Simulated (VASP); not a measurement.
# BaS (Fm-3m) in VASP: a series of runs, part 2 of 2

VASP 6.6.1. The steps go on from the part before.

## Step 4: Single point, PBEsol, non-collinear spin, zero start, spin-orbit coupling

Input file INCAR:

```
  PREC = Accurate
  ENCUT = 520
  EDIFF = 1E-6
  ISMEAR = 0
  SIGMA = 0.05
  LREAL = False
  LASPH = True
  NELM = 150
  ALGO = Normal
  ISIF = 2
  LWAVE = False
  LCHARG = False
  MAGMOM = 0 0 0 0 0 0
  LORBIT = 11
  LSORBIT = True
  GGA_COMPAT = False
  LORBMOM = True
  GGA = PS
  NBANDS = 28
```

Input file KPOINTS:

```
regular mesh
0
Gamma
  6 6 6
```

Input file POSCAR:

```
BaS
1.0
    0.0000000000      3.1937508250      3.1937508250
    3.1937508250      0.0000000000      3.1937508250
    3.1937508250      3.1937508250      0.0000000000
Ba S
1 1
Direct
    0.5000000000      0.5000000000      0.5000000000
    0.0000000000      0.0000000000      0.0000000000
```

Potentials or basis: VASP PAW PBE potentials, release 64 (Ba_sv, S).

Run with:

```sh
cat potpaw_PBE.64/Ba_sv/POTCAR potpaw_PBE.64/S/POTCAR > POTCAR
mpirun -np 1 vasp_ncl > vasp.out
```

OUTCAR:

```text
PREC = Accurate
   ENCUT = 520
   EDIFF = 1E-6
   ISMEAR = 0
   LREAL = False
   LASPH = True
   NELM = 150
   ISIF = 2
   LORBIT = 11
   LSORBIT = True
   GGA = PS

 ion  position               nearest neighbor table
   1  0.500  0.500  0.500-   2 3.19   2 3.19   2 3.19   2 3.19   2 3.19   2 3.19
   2  0.000  0.000  0.000-   1 3.19   1 3.19   1 3.19   1 3.19   1 3.19   1 3.19

  LATTYP: Found a face centered cubic cell.
 ALAT       =     6.3875016500

  Lattice vectors:

 A1 = (   0.0000000000,   3.1937508250,   3.1937508250)
 A2 = (   3.1937508250,   0.0000000000,   3.1937508250)
 A3 = (   3.1937508250,   3.1937508250,   0.0000000000)

Analysis of symmetry for initial positions (statically):
=====================================================================
 Subroutine PRICEL returns:
 Original cell was already a primitive cell.

 Routine SETGRP: Setting up the symmetry group for a
 face centered cubic supercell.

 Subroutine GETGRP returns: Found 48 space group operations
 (whereof 48 operations were pure point group operations)
 out of a pool of 48 trial point group operations.

The static configuration has the point symmetry O_h .

Analysis of symmetry for dynamics (positions and initial velocities):
=====================================================================
 Subroutine PRICEL returns:
 Original cell was already a primitive cell.

 Routine SETGRP: Setting up the symmetry group for a
 face centered cubic supercell.

 Subroutine GETGRP returns: Found 48 space group operations
 (whereof 48 operations were pure point group operations)
 out of a pool of 48 trial point group operations.

The dynamic configuration has the point symmetry O_h .

Analysis of structural, dynamic, and magnetic symmetry:
=====================================================================
 Subroutine PRICEL returns:
 Original cell was already a primitive cell.

 Routine SETGRP: Setting up the symmetry group for a
 face centered cubic supercell.

 Subroutine GETGRP returns: Found 48 space group operations
 (whereof 48 operations were pure point group operations)
 out of a pool of 48 trial point group operations.

The overall configuration has the point symmetry O_h .

 Subroutine INISYM returns: Found 48 space group operations
 (whereof 48 operations are pure point group operations),
 and found     1 'primitive' translations

----------------------------------------------------------------------------------------

                                     Primitive cell

  volume of cell :      65.1528

  direct lattice vectors                    reciprocal lattice vectors
     0.000000000  3.193750825  3.193750825    -0.156555733  0.156555733  0.156555733
     3.193750825  0.000000000  3.193750825     0.156555733 -0.156555733  0.156555733
     3.193750825  3.193750825  0.000000000     0.156555733  0.156555733 -0.156555733

  length of vectors
     4.516645732  4.516645732  4.516645732     0.271162483  0.271162483  0.271162483

  position of ions in fractional coordinates (direct lattice)
     0.500000000  0.500000000  0.500000000
[... 627 lines left out ...]
  Direction    XX          YY          ZZ          XY          YZ          ZX
  --------------------------------------------------------------------------------------
  -------------------------------------------------------------------------------------
  Total       -0.2211386     -0.2211386     -0.2211386      0.0000000      0.0000000     -0.0000000
  in kB       -5.4380351     -5.4380351     -5.4380351      0.0000000      0.0000000     -0.0000000
  external PRESSURE =      -5.4380351 kB  Pullay stress =       0.0000000 kB

 VOLUME and BASIS-vectors are now :
 -----------------------------------------------------------------------------
  energy-cutoff  :      520.00
  volume of cell :       65.15
      direct lattice vectors                 reciprocal lattice vectors
     0.000000000  3.193750825  3.193750825    -0.156555733  0.156555733  0.156555733
     3.193750825  0.000000000  3.193750825     0.156555733 -0.156555733  0.156555733
     3.193750825  3.193750825  0.000000000     0.156555733  0.156555733 -0.156555733

 POSITION                                       TOTAL-FORCE (eV/Angst)
 -----------------------------------------------------------------------------------
      3.19375      3.19375      3.19375         0.000000      0.000000      0.000000
      0.00000      0.00000      0.00000        -0.000000     -0.000000     -0.000000
 -----------------------------------------------------------------------------------
    total drift:                                0.000000      0.000000      0.000000

  FREE ENERGIE OF THE ION-ELECTRON SYSTEM (eV)
  ---------------------------------------------------
  free  energy   TOTEN  =       -10.9144222869 eV

  energy  without entropy=      -10.9144222869  energy(sigma->0) =      -10.91442229

 orbital moment (x)

 # of ion     p       d       tot
 ----------------------------------------
  1         0.000   0.000   0.000
  2         0.000   0.000   0.000
 ----------------------------------------
            0.000   0.000   0.000

 orbital moment (y)

 # of ion     p       d       tot
 ----------------------------------------
  1         0.000   0.000   0.000
  2        -0.000   0.000  -0.000
 ----------------------------------------
           -0.000   0.000   0.000

 orbital moment (z)

 # of ion     p       d       tot
 ----------------------------------------
  1         0.000   0.000   0.000
  2         0.000   0.000   0.000
 ----------------------------------------
            0.000   0.000   0.000

 Spin-Orbit-Coupling matrix elements

 Ion:    1  E_soc:     -0.3913729
 l=   1
     0.0000000    -0.0650255    -0.0650255
    -0.0650255     0.0000000    -0.0650255
    -0.0650255    -0.0650255     0.0000000
 l=   2
     0.0000000    -0.0000140     0.0000000    -0.0000140    -0.0001893
    -0.0000140     0.0000000    -0.0001419    -0.0000140    -0.0000473
     0.0000000    -0.0001419     0.0000000    -0.0001419     0.0000000
    -0.0000140    -0.0000140    -0.0001419     0.0000000    -0.0000473
    -0.0001893    -0.0000473     0.0000000    -0.0000473     0.0000000
 l=   3
     0.0000000     0.0000000     0.0000000     0.0000000     0.0000000     0.0000000     0.0000000
     0.0000000     0.0000000     0.0000000     0.0000000     0.0000000     0.0000000     0.0000000
     0.0000000     0.0000000     0.0000000     0.0000000     0.0000000     0.0000000     0.0000000
     0.0000000     0.0000000     0.0000000     0.0000000     0.0000000     0.0000000     0.0000000
     0.0000000     0.0000000     0.0000000     0.0000000     0.0000000     0.0000000     0.0000000
     0.0000000     0.0000000     0.0000000     0.0000000     0.0000000     0.0000000     0.0000000
     0.0000000     0.0000000     0.0000000     0.0000000     0.0000000     0.0000000     0.0000000

 Ion:    2  E_soc:     -0.0024253
 l=   1
     0.0000000    -0.0004042    -0.0004042
    -0.0004042     0.0000000    -0.0004042
    -0.0004042    -0.0004042     0.0000000
 l=   2
     0.0000000     0.0000000     0.0000000     0.0000000     0.0000000
     0.0000000     0.0000000     0.0000000     0.0000000     0.0000000
     0.0000000     0.0000000     0.0000000     0.0000000     0.0000000
     0.0000000     0.0000000     0.0000000     0.0000000     0.0000000
     0.0000000     0.0000000     0.0000000     0.0000000     0.0000000
 l=   3
     0.0000000     0.0000000     0.0000000     0.0000000     0.0000000     0.0000000     0.0000000
     0.0000000     0.0000000     0.0000000     0.0000000     0.0000000     0.0000000     0.0000000
     0.0000000     0.0000000     0.0000000     0.0000000     0.0000000     0.0000000     0.0000000
     0.0000000     0.0000000     0.0000000     0.0000000     0.0000000     0.0000000     0.0000000
     0.0000000     0.0000000     0.0000000     0.0000000     0.0000000     0.0000000     0.0000000
     0.0000000     0.0000000     0.0000000     0.0000000     0.0000000     0.0000000     0.0000000
     0.0000000     0.0000000     0.0000000     0.0000000     0.0000000     0.0000000     0.0000000

 total charge

# of ion       s       p       d       tot
------------------------------------------
    1        2.007   5.603   0.282   7.892
    2        1.317   2.401   0.000   3.718
--------------------------------------------------
tot          3.324   8.004   0.282  11.610

 magnetization (x)

# of ion       s       p       d       tot
------------------------------------------
    1       -0.000   0.000   0.000  -0.000
    2       -0.000   0.000   0.000  -0.000
--------------------------------------------------
tot         -0.000   0.000   0.000  -0.000

 magnetization (y)

# of ion       s       p       d       tot
------------------------------------------
    1       -0.000   0.000   0.000  -0.000
    2        0.000   0.000   0.000   0.000
--------------------------------------------------
tot         -0.000   0.000   0.000  -0.000

 magnetization (z)

# of ion       s       p       d       tot
------------------------------------------
    1       -0.000   0.000   0.000  -0.000
    2       -0.000   0.000   0.000  -0.000
--------------------------------------------------
tot         -0.000   0.000   0.000  -0.000
```

Run time: 42 s. Hardware: 1 thread of Intel Xeon 6975P-C (Granite Rapids), shared host; peak memory 0.38 GiB.

Results:

| Property | Result |
| --- | --- |
| Free energy | -10.9144 eV |
| Pressure | -0.5 GPa |
| Net moment | 0.00 μB per cell |
| Valence electrons inside the program's atomic spheres | Ba 7.89; S 3.72 |

Moments on the atoms (μB; x, y, z):
```
Ba  0.00 0.00 0.00
S   0.00 0.00 0.00
```

Caveat: the PAW data sets were made with another functional, which shifts forces and pressure a little.

## Step 5: Single point, PBEsol, non-collinear spin, zero start, spin-orbit coupling (volume scaled by 1.05)

Input file INCAR:

```
SYSTEM = BaS
PREC = Accurate
ENCUT = 520
EDIFF = 1E-6
ISMEAR = 0
SIGMA = 0.05
LREAL = .FALSE.
LASPH = .TRUE.
NELM = 150
ALGO = Normal
ISIF = 2
LWAVE = .FALSE.
LCHARG = .FALSE.
LNONCOLLINEAR = .TRUE.
MAGMOM = 0 0 0 0 0 0
LORBIT = 11
LSORBIT = .TRUE.
GGA_COMPAT = .FALSE.
LORBMOM = .TRUE.
GGA = PS
NBANDS = 28
```

Input file KPOINTS:

```
regular mesh
0
G
  6 6 6
  0 0 0
```

Input file POSCAR:

```
BaS
1.0
    0.0000000000      3.2461167031      3.2461167031
    3.2461167031      0.0000000000      3.2461167031
    3.2461167031      3.2461167031      0.0000000000
Ba S
1 1
Direct
    0.5000000000      0.5000000000      0.5000000000
    0.0000000000      0.0000000000      0.0000000000
```

Run with:

```sh
cat potpaw_PBE.64/Ba_sv/POTCAR potpaw_PBE.64/S/POTCAR > POTCAR
mpirun -np 1 vasp_ncl > vasp.out
```

Wall time 48 s (1 thread of Intel Xeon 6975P-C (Granite Rapids), shared host); peak memory 0.38 GiB.

The run converged. Its results:

```
Free energy                                           : -10.8835 eV
Pressure                                              : -2.4 GPa
Net moment                                            : 0.00 μB per cell
Valence electrons inside the program's atomic spheres : Ba 7.86; S 3.70
```

Moments on the atoms (μB; x, y, z):
```
Ba  0.00 0.00 0.00
S   0.00 0.00 0.00
```

Caveat: the PAW data sets were made with another functional, which shifts forces and pressure a little.

## Step 6: The runs side by side

| spin | cell | k mesh | pressure (GPa) | moment (μB) |
| --- | --- | --- | --- | --- |
| off | a = 4.517 Å, angles 60.0°, 2 atoms | 10 × 10 × 10 | -0.5 | - |
| non-collinear, zero start, SOC | a = 4.456 Å, angles 60.0°, 2 atoms | 6 × 6 × 6 | 1.4 | 0.00 |
| non-collinear, zero start, SOC | a = 4.517 Å, angles 60.0°, 2 atoms | 6 × 6 × 6 | -0.5 | 0.00 |
| non-collinear, zero start, SOC | a = 4.591 Å, angles 60.0°, 2 atoms | 6 × 6 × 6 | -2.4 | 0.00 |

Alike in all rows: task single point; level PBEsol; potentials or basis VASP PAW PBE potentials, release 64 (Ba_sv, S); cutoff (eV) 520; smearing gaussian 0.05 eV.

Caveats: the PAW data sets were made with another functional, which shifts forces and pressure a little.

Absolute energies hang on the potentials; compare differences alone.
